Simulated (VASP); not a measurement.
Ti: single point with r2SCAN

Ti:

```xyz
2
Lattice="2.8666 0.0000 0.0000 -1.4333 2.4825 0.0000 0.0000 0.0000 4.2673" Properties=species:S:1:pos:R:3 pbc="T T T"
Ti    0.0000    1.6550    1.0668
Ti    1.4333    0.8275    3.2005
```

| Quantity | Value |
| --- | --- |
| Program | VASP 6.6.1 |
| Task | single point |
| Functional | r2SCAN |
| Potentials or basis | VASP PAW PBE potentials, release 64 (Ti_sv) |
| Cutoff | 520 eV |
| k mesh | 18 × 18 × 10 |
| Occupations | methfessel-paxton, width 0.05 eV |
| Spin | no spin polarisation |

```yaml
Pressure: 19.6 GPa
Band_gap_on_the_k_mesh: zero (bands 12 and 13 overlap by 1.27 eV)
```

Stress tensor (GPa, compression positive):
```
16.96  0.00  0.00
 0.00 16.96  0.00
 0.00  0.00 24.75
```

Levels at points of the mesh, in eV from the Fermi level:
| k point | band 8 | band 9 | band 10 | band 11 | band 12 | band 13 | band 14 | band 15 | band 16 | band 17 |
| --- | --- | --- | --- | --- | --- | --- | --- | --- | --- | --- |
| (0.00, 0.00, 0.00) | -33.67 | -6.92 | -3.34 | 0.77 | 0.77 | 1.49 | 1.56 | 1.56 | 1.66 | 1.66 |
| (0.50, 0.00, 0.00) | -33.76 | -2.87 | -2.79 | -2.27 | -0.96 | 0.22 | 1.10 | 1.73 | 3.85 | 4.24 |
| (0.00, 0.00, 0.50) | -33.79 | -4.65 | -4.65 | 0.31 | 0.31 | 0.55 | 0.55 | 0.55 | 0.55 | 3.52 |
| (0.50, 0.00, 0.50) | -33.91 | -3.10 | -3.10 | -0.95 | -0.95 | 1.58 | 1.58 | 1.91 | 1.91 | 4.09 |

It took 3.5 min on 1 thread of Intel(R) Xeon(R) Platinum 8488C (Sapphire Rapids), on a shared host, peak memory 0.23 GiB.

Caveat: the cell stands under pressure; the PAW data sets were made with another functional, which shifts forces and pressure a little.
